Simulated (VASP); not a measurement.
GaP2:

```
CELL_PARAMETERS angstrom
5.55877 0.00000 0.00000
0.00000 5.55877 0.00000
0.00000 0.00000 3.58041
ATOMIC_POSITIONS crystal
Ga 0.00000 0.00000 0.00000
Ga 0.50000 0.50000 0.50000
P 0.30600 0.30600 0.00000
P 0.19400 0.80600 0.50000
P 0.69400 0.69400 0.00000
P 0.80600 0.19400 0.50000
```

- Program: VASP 6.6.1
- Task: relaxation of cell and atoms
- Functional: PBE
- Potentials or basis: VASP PAW PBE potentials, release 64 (Ga_d, P)
- Cutoff: 600 eV
- k mesh: 4 × 4 × 6
- Occupations: gaussian, width 0.1 eV
- Spin: no spin polarisation

At the start: pressure 8.1 GPa; volume 18.44 Å³/atom.

Question: How do energy, volume and symmetry change on relaxing?

Answer: Over 7 steps the energy falls by 45.4 meV/atom and the volume is 20.41 Å³/atom (+10.7 %); space group P4_2/mnm (No. 136, to 0.1 Å) before and after.

The path:
| step | energy change (eV) | largest force (eV/Å) | pressure (GPa) | volume (Å³) |
| --- | --- | --- | --- | --- |
| 1 | 0.0000 | 0.0824 | 8.11 | 110.63 |
| 2 | -0.2240 | 0.2260 | -2.34 | 126.25 |
| 3 | -0.2603 | 0.1617 | 0.06 | 121.51 |
| 4 | -0.2603 | 0.1653 | -0.06 | 121.73 |
| 5 | -0.2646 | 0.1286 | -0.08 | 121.88 |
| 6 | -0.2712 | 0.0429 | -0.13 | 122.25 |
| 7 | -0.2722 | 0.0082 | -0.11 | 122.44 |

Final structure:
```
CELL_PARAMETERS angstrom
5.72047 0.00000 0.00000
0.00000 5.72047 0.00000
0.00000 0.00000 3.74154
ATOMIC_POSITIONS crystal
Ga 0.00000 0.00000 0.00000
Ga 0.50000 0.50000 0.50000
P 0.31013 0.31013 0.00000
P 0.18987 0.81013 0.50000
P 0.68987 0.68987 0.00000
P 0.81013 0.18987 0.50000
```
